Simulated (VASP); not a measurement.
A run of VASP 6.6.1 is set up as follows.

File INCAR:

```
SYSTEM = CoO
  PREC = Accurate
  ENCUT = 520
  EDIFF = 1E-7
  ISMEAR = -1
  SIGMA = 0.05
  LREAL = .FALSE.
  LASPH = .TRUE.
  NELM = 150
  ALGO = Normal
  ISIF = 2
  LWAVE = .FALSE.
  LCHARG = .FALSE.
  ISPIN = 2
  MAGMOM = 2 0
  LORBIT = 11
  LMAXMIX = 4
  GGA = PE
  NBANDS = 18
```

The input KPOINTS:

```
Automatic mesh
0
G
  12 12 12
  0 0 0
```

Contents of POSCAR:

```
CoO
1.0
   -1.5278448268      1.5278448268      2.1349805184
    1.5278448268     -1.5278448268      2.1349805184
    1.5278448268      1.5278448268     -2.1349805184
Co O
1 1
Direct
    0.0000000000      0.0000000000      0.0000000000
    0.5000000000      0.5000000000      0.0000000000
```

Potentials or basis: VASP PAW PBE potentials, release 64 (Co, O).

Run with:

```sh
$ cat potpaw_PBE.64/Co/POTCAR potpaw_PBE.64/O/POTCAR > POTCAR
$ mpirun -np 1 vasp_std > vasp.out
```

What does it give for the site moments?

Co +2.59; O +0.31 μB.

Estimate the pressure.

-6.7 GPa.

What does it give for the net moment?

2.96 μB per cell.

Stress tensor (GPa, compression positive):
```
-6.71  0.00  0.00
 0.00 -6.71  0.00
 0.00  0.00 -6.82
```

Caveat: the cell stands under tension; a cell with one magnetic atom can't hold antiferromagnetic order, which such compounds often take.
